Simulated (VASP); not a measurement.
The system is Ge.

```
Ge
1.0
    -3.48417    3.48417    3.48417
     3.48417   -3.48417    3.48417
     3.48417    3.48417   -3.48417
Ge
8
Direct
  0.50000 0.00000 0.79890
  0.79890 0.50000 0.00000
  0.00000 0.79890 0.50000
  0.70110 0.70110 0.70110
  0.50000 0.00000 0.20110
  0.20110 0.50000 0.00000
  0.00000 0.20110 0.50000
  0.29890 0.29890 0.29890
```

| Quantity | Value |
| --- | --- |
| Program | VASP 6.6.1 |
| Task | relaxation of cell and atoms |
| Functional | PBEsol |
| Potentials or basis | VASP PAW PBE potentials, release 64 (Ge_d) |
| Cutoff | 600 eV |
| k mesh | 8 × 8 × 8 |
| Occupations | gaussian, width 0.1 eV |
| Spin | no spin polarisation |

At the start: pressure -0.5 GPa; volume 21.15 Å³/atom.

Question: How do energy, volume and symmetry change on relaxing?

Answer: Over 9 steps the energy falls by 2.3 meV/atom and the volume is 20.86 Å³/atom (-1.3 %); space group Ia-3 (No. 206, to 0.1 Å) before and after.

The path:
```csv
step,energy change (eV),largest force (eV/Å),pressure (GPa),volume (Å³)
1,0.0000,0.2048,-0.48,169.18
2,-0.0146,0.0987,0.02,167.65
3,-0.0173,0.0528,0.15,166.94
4,-0.0153,0.0355,0.61,165.52
5,-0.0178,0.0324,0.12,166.59
6,-0.0176,0.0119,0.30,166.28
7,-0.0178,0.0245,0.23,166.46
8,-0.0181,0.0183,-0.09,167.16
9,-0.0182,0.0018,0.00,166.91
```

Final structure:
```
Ge
1.0
    -3.46851    3.46851    3.46851
     3.46851   -3.46851    3.46851
     3.46851    3.46851   -3.46851
Ge
8
Cartesian
  1.0258 4.4943 -1.0258
  -1.0258 1.0258 4.4943
  4.4943 -1.0258 1.0258
  2.4427 2.4427 2.4427
  -1.0258 2.4427 1.0258
  1.0258 -1.0258 2.4427
  2.4427 1.0258 -1.0258
  1.0258 1.0258 1.0258
```

Caveat: the PAW data sets were made with another functional, which shifts forces and pressure a little.
